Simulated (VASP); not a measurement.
Write the native input for VASP 6.6.1 that does the following.

* Task: single point
* Functional: LDA
* Potentials or basis: VASP PAW LDA potentials, release 64 (Ca_sv, Zn)
* Cutoff: 520 eV
* k mesh: 3 × 3 × 6
* Occupations: fermi-dirac, width 0.05 eV
* Spin: no spin polarisation
* Dipole correction: no
* Further INCAR settings: ALGO = Normal; EDIFF = 1e-07; NBANDS = 41

The structure of Ca2Zn lies in POSCAR:

```
Ca2Zn
1.0
    7.5242069544      0.0000000000      0.0000000000
    0.0000000000      7.5242069544      0.0000000000
    0.0000000000      0.0000000000      3.9831692815
Ca Zn
4 2
Direct
    0.2821600000      0.2821600000      0.0000000000
    0.7178400000      0.7178400000      0.0000000000
    0.2178400000      0.7821600000      0.5000000000
    0.7821600000      0.2178400000      0.5000000000
    0.0000000000      0.0000000000      0.0000000000
    0.5000000000      0.5000000000      0.5000000000
```

The input as run:

INCAR

```
  PREC = Accurate
  ENCUT = 520
  EDIFF = 1E-7
  ISMEAR = -1
  SIGMA = 0.05
  LREAL = F
  LASPH = T
  NELM = 60
  ALGO = Normal
  ISIF = 2
  LWAVE = F
  LCHARG = T
  LELF = T
  LVHAR = T
  NBANDS = 41
```

KPOINTS

```
Automatic mesh
0
Gamma
  3 3 6
```

Potentials or basis: VASP PAW LDA potentials, release 64 (Ca_sv, Zn).

The run is started by

```sh
$ cat potpaw_LDA.64/Ca_sv/POTCAR potpaw_LDA.64/Zn/POTCAR > POTCAR
$ mpirun -np 1 vasp_std > vasp.out
```

It gave:

* Pressure: -2.7 GPa
* Largest force: 0.069 eV/Å
* Band gap on the k mesh: zero (bands 32 and 33 overlap by 0.27 eV)

It took 4.3 min on 1 thread of Intel Xeon 8259CL, with other jobs on the host, peak memory 0.25 GiB.
